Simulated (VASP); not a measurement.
Runs of VASP 6.6.1 on ZrB2. The structure is that of space group P6/mmm (No. 191), or close to it. The cells are those of the table. 

| task | cell | cutoff (eV) | smearing | gap on the mesh (eV) | pressure (GPa) |
| --- | --- | --- | --- | --- | --- |
| relaxation of cell and atoms | relaxed from a = 3.155, b = 3.155, c = 3.507 Å, angles 90.0, 90.0, 120.0°, 3 atoms | 600 | fermi-dirac 0.15 eV | none | 0.0 |
| single point | a = 3.029, b = 3.029, c = 3.348 Å, angles 90.0, 90.0, 120.0°, 3 atoms | 520 | gaussian 0.1 eV | none | 41.5 |
| single point | a = 3.062, b = 3.062, c = 3.388 Å, angles 90.0, 90.0, 120.0°, 3 atoms | 520 | gaussian 0.1 eV | none | (a) |
| relaxation of shape and atoms at fixed volume | relaxed from a = 3.028, b = 3.028, c = 3.350 Å, angles 90.0, 90.0, 120.0°, 3 atoms | 600 | gaussian 0.1 eV | none | 41.5 |
| single point | a = 3.125, b = 3.125, c = 3.467 Å, angles 90.0, 90.0, 120.0°, 3 atoms | 520 | gaussian 0.1 eV | none | 8.4 |

Alike in all rows: level PBEsol; potentials or basis VASP PAW PBE potentials, release 64 (Zr_sv, B); no spin polarisation; k mesh 18 × 18 × 12.

Question: Fill in the values left out.

Answer: (a) 28.8.

Caveats: the PAW data sets were made with another functional, which shifts forces and pressure a little; the relaxation stopped at its first step, so nothing moved (some runs).

A k mesh can miss the band edges, and the runs leave out spin-orbit coupling on Zr.

A gap of «none» marks levels without a gap at the run's occupations.
